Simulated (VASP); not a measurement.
# H20CO12 in VASP: notebook

The runs below take H20CO12 through single point, with PBE+D3(BJ).

All numbers are computed with VASP 6.6.1; they aren't measurements. Logs are shortened: lines on timing, memory, paths and dates and some standing lists are left out, and cuts for length are marked.

### 1 The cell of the first run

The cell holds an amorphous packing of atoms, 33 atoms: a = 7.384 Å, b = 7.384 Å, c = 7.384 Å, α = 90.00°, β = 90.00°, γ = 90.00°.

### 2 Single point, PBE+D3(BJ)

Contents of INCAR:

```
SYSTEM = H20CO12
ALGO = Normal
EDIFF = 1E-6
ENCUT = 520
GGA = PE
ISIF = 2
ISMEAR = -1
IVDW = 12
LASPH = .TRUE.
LCHARG = .FALSE.
LREAL = Auto
LWAVE = .FALSE.
NBANDS = 70
NELM = 100
PREC = Accurate
SIGMA = 0.05
```

Contents of KPOINTS:

```
k-points
0
G
  1 1 1
  0 0 0
```

Contents of POSCAR:

```
H20CO12
1.0
    7.3839930000      0.0000000000      0.0000000000
    0.0000000000      7.3839930000      0.0000000000
    0.0000000000      0.0000000000      7.3839930000
O H C
12 20 1
Direct
    0.5828689166      0.1880554329      0.2773160809
    0.0821235881      0.1270992538      0.2201789736
    0.5566500402      0.8285489978      0.4112002815
    0.7199356771      0.5616337935      0.7659405961
    0.3294829776      1.0272490778      0.6700575150
    0.7970619690      0.7766800429      0.1626491249
    0.5231315902      0.1942986674      0.9029125569
    0.3162516541      0.4100356000      0.4371483017
    0.8469943024      0.0383261468      0.9164824506
    1.0124467886      0.9543210564      0.5200032015
    0.1218040158      0.4713438921      0.8704910744
    0.3464927445      0.6652091897      0.9778042856
    0.5379474222      0.0705038588      0.3214385496
    0.5486597834      0.1797807771      0.1480364350
    0.1634210650      0.2245397578      0.2004741879
   -0.0029387894      0.1340196287      0.1179443155
    0.4616066131      0.7428771940      0.4019099151
    0.6503933576      0.8067450768      0.3184591318
    0.8469943024      0.5632860161      0.8012737824
    0.7175521429      0.6318667962      0.6498787309
    0.4164413482      0.9711818524      0.5782372762
    0.2134617408      1.0424982797      0.6084783667
    0.7960868869      0.8692045076      0.0600352682
    0.7428636511      0.6777092015      0.0859697456
    0.4460865551      0.1262595997      0.8172813815
    0.5592908877      0.3137056062      0.8607131670
    0.2357938313      0.3279390975      0.5036705750
    0.4179175143      0.3378118045      0.3837083811
    0.7209243021      0.0731040780      0.9054315192
    0.8875820982      0.0098997927      0.7836545891
    1.0124197030      1.0014229428      0.3896807594
    1.0604289576      0.8306752187      0.5355638880
    0.2322185300      0.5728472386      0.9223464865
```

Potentials or basis: VASP PAW PBE potentials, release 64 (O, H, C).

Started as:

```bash
> cat potpaw_PBE.64/O/POTCAR potpaw_PBE.64/H/POTCAR potpaw_PBE.64/C/POTCAR > POTCAR
> mpirun -np 1 vasp_gam > vasp.out
```

OUTCAR:

```text
SYSTEM = H20CO12
   EDIFF = 1E-6
   ENCUT = 520
   GGA = PE
   ISIF = 2
   ISMEAR = -1
   IVDW = 12
   LASPH = .TRUE.
   LREAL = Auto
   NELM = 100
   PREC = Accurate
 IVDW          = 12

 ion  position               nearest neighbor table
   1  0.583  0.188  0.277-  13 0.98  14 0.99
   2  0.082  0.127  0.220-  15 0.95  16 0.98
   3  0.557  0.829  0.411-  17 0.95  18 0.99
   4  0.720  0.562  0.766-  19 0.97  20 1.00
   5  0.329  0.027  0.670-  22 0.98  21 1.02
   6  0.797  0.777  0.163-  24 1.01  23 1.02
   7  0.523  0.194  0.903-  26 0.97  25 0.99
   8  0.316  0.410  0.437-  27 0.98  28 1.00
   9  0.847  0.038  0.916-  29 0.97  30 1.05
  10  0.012  0.954  0.520-  32 0.99  31 1.02
  11  0.122  0.471  0.870-  33 1.17
  12  0.346  0.665  0.978-  33 1.16
  13  0.538  0.071  0.321-   1 0.98
  14  0.549  0.180  0.148-   1 0.99
  15  0.163  0.225  0.200-   2 0.95
  16  0.997  0.134  0.118-   2 0.98
[... 14 lines left out ...]
  31  0.012  0.001  0.390-  10 1.02
  32  0.060  0.831  0.536-  10 0.99
  33  0.232  0.573  0.922-  12 1.16  11 1.17

  LATTYP: Found a simple cubic cell.
 ALAT       =     7.3839930000

  Lattice vectors:

 A1 = (   7.3839930000,   0.0000000000,   0.0000000000)
 A2 = (   0.0000000000,   7.3839930000,   0.0000000000)
 A3 = (   0.0000000000,   0.0000000000,   7.3839930000)

Analysis of symmetry for initial positions (statically):
=====================================================================
 Subroutine PRICEL returns:
 Original cell was already a primitive cell.

 Routine SETGRP: Setting up the symmetry group for a
 simple cubic supercell.

 Subroutine GETGRP returns: Found  1 space group operations
 (whereof  1 operations were pure point group operations)
 out of a pool of 48 trial point group operations.

The static configuration has the point symmetry C_1 .

Analysis of symmetry for dynamics (positions and initial velocities):
=====================================================================
 Subroutine PRICEL returns:
 Original cell was already a primitive cell.

 Routine SETGRP: Setting up the symmetry group for a
 simple cubic supercell.

 Subroutine GETGRP returns: Found  1 space group operations
 (whereof  1 operations were pure point group operations)
 out of a pool of 48 trial point group operations.

The dynamic configuration has the point symmetry C_1 .

 Subroutine INISYM returns: Found  1 space group operations
 (whereof  1 operations are pure point group operations),
 and found     1 'primitive' translations

----------------------------------------------------------------------------------------

                                     Primitive cell

  volume of cell :     402.6001

  direct lattice vectors                    reciprocal lattice vectors
     7.383993000  0.000000000  0.000000000     0.135428081  0.000000000  0.000000000
     0.000000000  7.383993000  0.000000000     0.000000000  0.135428081  0.000000000
     0.000000000  0.000000000  7.383993000     0.000000000  0.000000000  0.135428081

  length of vectors
     7.383993000  7.383993000  7.383993000     0.135428081  0.135428081  0.135428081

  position of ions in fractional coordinates (direct lattice)
     0.582868917  0.188055433  0.277316081
     0.082123588  0.127099254  0.220178974
     0.556650040  0.828548998  0.411200282
     0.719935677  0.561633794  0.765940596
     0.329482978  0.027249078  0.670057515
     0.797061969  0.776680043  0.162649125
[... 25 lines left out ...]
     0.060428958  0.830675219  0.535563888
     0.232218530  0.572847239  0.922346486

  ion indices of the primitive-cell ions
   primitive index   ion index
                 1           1
                 2           2
                 3           3
                 4           4
                 5           5
                 6           6
[... 25 lines left out ...]
                32          32
                33          33

----------------------------------------------------------------------------------------

 KPOINTS: k-points

Automatic generation of k-mesh.
 Grid dimensions read from file:
 generate k-points for:    1    1    1

 Generating k-lattice:

  Cartesian coordinates                     Fractional coordinates (reciprocal lattice)
     0.135428081  0.000000000  0.000000000     1.000000000  0.000000000  0.000000000
     0.000000000  0.135428081  0.000000000     0.000000000  1.000000000  0.000000000
     0.000000000  0.000000000  0.135428081     0.000000000  0.000000000  1.000000000

  Length of vectors
     0.135428081  0.135428081  0.135428081

  Shift w.r.t. Gamma in fractional coordinates (k-lattice)
     0.000000000  0.000000000  0.000000000

 Subroutine IBZKPT returns following result:
 ===========================================

 Found      1 irreducible k-points:

 Following reciprocal coordinates:
            Coordinates               Weight
  0.000000  0.000000  0.000000      1.000000
   k-points           NKPTS =      1   k-points in BZ     NKDIM =      1   number of bands    NBANDS=     70
   number of dos      NEDOS =    301   number of ions     NIONS =     33
   total plane-waves  NPLWV = 175616
   dimension x,y,z NGX =    56 NGY =   56 NGZ =   56
   dimension x,y,z NGXF=   112 NGYF=  112 NGZF=  112
   ions per type =              12  20   1
   NGX,Y,Z   is equivalent  to a cutoff of  12.61, 12.61, 12.61 a.u.
   NGXF,Y,Z  is equivalent  to a cutoff of  25.22, 25.22, 25.22 a.u.
 SYSTEM =  H20CO12
   PREC   = accura    normal or accurate (medium, high low for compatibility)
   ISTART =      0    job   : 0-new  1-cont  2-samecut
   ICHARG =      2    charge: 1-file 2-atom 10-const
   ISPIN  =      1    spin polarized calculation?
   LNONCOLLINEAR =      F non collinear calculations
   LSORBIT =      F    spin-orbit coupling
   LASPH  =      T    aspherical Exc in radial PAW
   ENCUT  =  520.0 eV  38.22 Ry    6.18 a.u.  13.73 13.73 13.73*2*pi/ulx,y,z
   NELM   =    100;   NELMIN=  2; NELMDL= -5     # of ELM steps
   EDIFF  = 0.1E-05   stopping-criterion for ELM
   LREAL  =      T    real-space projection
   EDIFFG = 0.1E-04   stopping-criterion for IOM
   NSW    =      0    number of steps for IOM
   IBRION =     -1    ionic relax: 0-MD 1-quasi-New 2-CG
   NFREE  =      0    steps in history (QN), initial steepest desc. (CG)
   ISIF   =      2    stress and relaxation
   ISYM   =      2    0-nonsym 1-usesym 2-fastsym
   POTIM  = 0.5000    time-step for ionic-motion
   TEBEG  =    0.0;   TEEND  =   0.0 temperature during run
   PSTRESS=    0.0 pullay stress
   NELECT =      96.0000    total number of electrons
   NUPDOWN=      -1.0000    fix difference up-down
   EMIN   =  10.00;   EMAX   =-10.00  energy-range for DOS
   EFERMI =   0.00;   METHOD = LEGACY
   ISMEAR =    -1;   SIGMA  =   0.05  broadening in eV -4-tet -1-fermi 0-gaus
   EFERMI_NEDOS =   21; number of points for ismear=-14 and -15
   IALGO  =     38    algorithm
   IMIX   =      4    mixing-type and parameters
     AMIX     =   0.40;   BMIX     =  1.00
     AMIX_MAG =   1.60;   BMIX_MAG =  1.00
  volume/ion in A,a.u.               =      12.20        82.33
  Fermi-wavevector in a.u.,A,eV,Ry     =   1.015174  1.918401 14.021878  1.030579
  Thomas-Fermi vector in A             =   2.148445
   LORBIT       =      0    0 simple, 1 ext, 2 COOP (PROOUT), +10 PAW based schemes
   GGA     = PE    functional components
   LHFCALC =     F    Hartree Fock is set to
   AEXX    =    0.0000 exact exchange contribution
   IVDW    =    12    specifies the selected vdW correction
   LEPSILON=     F    determine dielectric tensor
   LRPA    =     F    only Hartree local field effects (RPA)
 non-spin polarized calculation
  energy-cutoff  :      520.00
  volume of cell :      402.60
 maximum number of plane-waves:      5414
 NGX is ok and might be reduce to    54
   NGX = 27   NGY = 27   NGZ = 27

 number of electron      95.9999994 magnetization

 Free energy of the ion-electron system (eV)
  ---------------------------------------------------
  ext. energy  EPLUGINS =         0.00000000
  ---------------------------------------------------
  free energy    TOTEN  =      -168.47801473 eV

  energy without entropy =     -168.47801473  energy(sigma->0) =     -168.47801473

 E-fermi :  -2.6065     XC(G=0):  -6.3394

 val. band max:       -3.8124310964   @ k =   0.0000   0.0000   0.0000
 cond. band min:       0.4809877840   @ k =   0.0000   0.0000   0.0000
 fundamental gap:      4.2934188805
 Fermi energy:        -2.6064815474

 k-point     1 :       0.0000    0.0000    0.0000
  band No.  band energies     occupation
      1     -26.5551      2.00000
      2     -25.5474      2.00000
      3     -22.8508      2.00000
      4     -22.6396      2.00000
      5     -22.5434      2.00000
      6     -22.4601      2.00000
[... 52 lines left out ...]
     59       5.3135      0.00000
     60       5.4352      0.00000
 [bands above 60 left out]

------------------------ aborting loop because EDIFF is reached ----------------------------------------

 Edisp (eV)   -1.02242

 E8    (eV) :    -0.2127

  FORCE on cell =-STRESS in cart. coord.  units (eV):
  Direction    XX          YY          ZZ          XY          YZ          ZX
  --------------------------------------------------------------------------------------
  -------------------------------------------------------------------------------------
  Total       2.93182    -0.66853    -5.58796     2.15436     0.55361     2.57072
  in kB      11.66739    -2.66047   -22.23771     8.57344     2.20313    10.23039
  external pressure =       -4.41 kB  Pullay stress =        0.00 kB

 VOLUME and BASIS-vectors are now :
 -----------------------------------------------------------------------------
  energy-cutoff  :      520.00
  volume of cell :      402.60
      direct lattice vectors                 reciprocal lattice vectors
     7.383993000  0.000000000  0.000000000     0.135428081  0.000000000  0.000000000
     0.000000000  7.383993000  0.000000000     0.000000000  0.135428081  0.000000000
     0.000000000  0.000000000  7.383993000     0.000000000  0.000000000  0.135428081

 POSITION                                       TOTAL-FORCE (eV/Angst)
 -----------------------------------------------------------------------------------
      4.30390      1.38860      2.04770        -0.551966     -0.131311     -0.204107
      0.60640      0.93850      1.62580        -1.086218     -0.813620     -0.482489
      4.11030      6.11800      3.03630        -0.042676      1.250117      1.444212
      5.31600      4.14710      5.65570         0.027354      0.613971     -0.787364
      2.43290      0.20121      4.94770         1.859980     -0.801501     -0.769210
      5.88550      5.73500      1.20100        -0.769112     -0.876022     -2.016057
[... 25 lines left out ...]
      0.44621      6.13370      3.95460        -0.345094      0.683584     -0.814409
      1.71470      4.22990      6.81060         0.026106     -0.491852      0.118937
 -----------------------------------------------------------------------------------
    total drift:                                0.008714     -0.010469     -0.000699

  FREE ENERGIE OF THE ION-ELECTRON SYSTEM (eV)
  ---------------------------------------------------
  free  energy   TOTEN  =      -169.5004324262 eV

  energy  without entropy=     -169.5004324261  energy(sigma->0) =     -169.50043243
```

It took 48 s on 1 thread of Intel Xeon Platinum 8488C (Sapphire Rapids), shared host; peak memory 0.37 GiB.

Results:

* Free energy: -169.5004 eV
* Pressure: -0.4 GPa
* Largest force: 3.103 eV/Å
* Band gap on the k mesh: 4.29 eV
* Dispersion energy per atom: -0.031 eV

Forces on the atoms (eV/Å):
```
O   -0.552 -0.131 -0.204
O   -1.086 -0.814 -0.482
O   -0.043  1.250  1.444
O    0.027  0.614 -0.787
O    1.860 -0.802 -0.769
O   -0.769 -0.876 -2.016
O    0.638  0.131  1.297
O   -0.095  0.148 -0.158
O    1.846 -1.137 -2.219
O   -0.176 -0.076  0.280
O   -0.857 -0.346 -0.439
O    0.842  0.926  0.397
H    0.335 -0.036  0.269
H    0.122  0.343 -0.089
H    0.945  1.015  0.201
H   -0.022 -0.297 -0.027
H   -0.804 -1.158 -0.380
H    0.483 -0.230 -0.696
H    0.085 -0.219 -0.061
H   -0.234 -0.529  0.934
H   -0.928  0.579  0.955
H   -0.659 -0.244 -0.224
H    0.650  0.144  0.794
H    0.452  0.409  1.048
H   -0.630  0.296 -0.706
H   -0.070 -0.014 -0.532
H    0.564  0.167 -0.278
H   -0.282 -0.155  0.312
H   -1.136  0.885 -0.218
H   -0.582  0.524  2.194
H    0.394 -0.561  0.857
H   -0.345  0.684 -0.814
C    0.026 -0.492  0.119
```

Caveat: the k points lie up to 0.85 Å⁻¹ apart.

### 3 Single point, PBE+D3(BJ)

Contents of INCAR:

```
SYSTEM = H20CO12
PREC = Accurate
ENCUT = 520
EDIFF = 1E-6
ISMEAR = -1
SIGMA = 0.05
LREAL = Auto
LASPH = .True.
NELM = 80
ALGO = Normal
ISIF = 2
LWAVE = .False.
LCHARG = .False.
GGA = PE
IVDW = 12
NBANDS = 70
```

Contents of KPOINTS:

```
Automatic mesh
0
Gamma
  1 1 1
  0 0 0
```

Contents of POSCAR:

```
H20CO12
1.0
    7.3839930000      0.0000000000      0.0000000000
    0.0000000000      7.3839930000      0.0000000000
    0.0000000000      0.0000000000      7.3839930000
O H C
12 20 1
Direct
    0.5738900348      0.1813246573      0.2788328754
    0.0788597714      0.1806475169      0.2184319514
    0.5412924958      0.7669833923      0.4499056269
    0.7304448961      0.5711950160      0.7744590224
    0.3262462464      1.0056753846      0.6947460541
    0.8343046912      0.7587087366      0.1577466284
    0.5387058195      0.2452602542      0.9135978325
    0.3417527617      0.4251764594      0.4267203395
    0.8862684458      0.0631365712      0.9206942639
    0.9820973557      0.9329775909      0.5190822906
    0.0894231617      0.5099408951      0.8392478162
    0.3339385614      0.6485515357      0.9836412358
    0.5400465575      0.0615385199      0.3109157877
    0.5517881721      0.1877033199      0.1445559334
    0.2037244618      0.2265576362      0.2205446294
    0.0458153197      0.1434860515      0.0907368141
    0.4541174403      0.6737953300      0.4052414459
    0.6452335478      0.7499194541      0.3609429207
    0.8482537836      0.5253526107      0.7467910655
    0.6901956706      0.6496078748      0.6739172153
    0.4239576067      0.9471162825      0.6261381884
    0.2050651998      0.9663199843      0.6542124295
    0.8555127287      0.8830994287      0.1106311991
    0.7899113664      0.6997975215      0.0486863950
    0.4402089764      0.2037921759      0.8368642820
    0.5608889391      0.3734835610      0.8799033260
    0.2277629461      0.3711812836      0.4543205824
    0.4258265142      0.3263139605      0.3844396927
    0.7680532742      0.1356176800      0.9085463651
    0.9223735721      0.0298483490      0.7944482071
    1.0142208965      1.0363227592      0.4422810260
    0.9256373889      0.8650468656      0.4242961769
    0.2118636895      0.5763412831      0.9098329319
```

Potentials or basis: VASP PAW PBE potentials, release 64 (O, H, C).

Started as:

```bash
> cat potpaw_PBE.64/O/POTCAR potpaw_PBE.64/H/POTCAR potpaw_PBE.64/C/POTCAR > POTCAR
> mpirun -np 1 vasp_gam > vasp.out
```

Wall time 54 s (1 thread of Intel Xeon Platinum 8488C (Sapphire Rapids), shared host); peak memory 0.38 GiB.

The run converged. Its results:

- Free energy: -169.8866 eV
- Pressure: -1.1 GPa
- Largest force: 3.233 eV/Å
- Band gap on the k mesh: 4.53 eV
- Dispersion energy per atom: -0.031 eV

Forces in eV/Å, atoms in the order of the input:
```
O   -0.019  1.065 -0.974
O    0.199 -0.167 -0.475
O    0.857 -0.610 -1.214
O   -1.276  0.529  0.302
O   -0.026  0.491  0.460
O    0.045  0.788  0.275
O    0.457  0.825  0.236
O    1.083  0.319 -0.336
O   -0.849  0.609 -0.922
O    0.329  0.847  0.463
O   -1.587 -1.298 -1.217
O   -0.386 -0.432 -0.327
H   -0.273 -1.436  0.521
H    0.164  0.230  0.564
H   -0.469 -0.211 -0.332
H    0.175  0.363  0.920
H    0.199  0.221  0.572
H   -0.882  0.370  0.627
H    0.700 -0.145 -0.294
H    0.006 -0.326  0.144
H   -0.664 -0.262 -0.189
H    0.768 -0.234 -0.367
H   -0.041 -0.391  0.001
H   -0.202 -0.428 -0.258
H   -0.346 -0.654 -0.471
H    0.245 -0.364 -0.009
H   -0.766 -0.344  0.240
H   -0.165  0.279  0.138
H    1.125 -0.793  0.006
H   -0.459  0.144  0.810
H    0.317  0.591 -0.073
H   -0.512 -1.259 -0.416
C    2.254  1.681  1.595
```

Stress tensor (GPa, compression positive):
```
-0.68  0.88  0.49
 0.88 -0.44  0.05
 0.49  0.05 -2.31
```

Levels at points of the mesh, in eV from the valence-band top:
| k point | band 46 | band 47 | band 48 | band 49 | band 50 | band 51 |
| --- | --- | --- | --- | --- | --- | --- |
| (0.00, 0.00, 0.00) | -0.34 | -0.21 | 0.00 | 4.53 | 6.22 | 6.32 |

Caveat: the k points lie up to 0.85 Å⁻¹ apart.
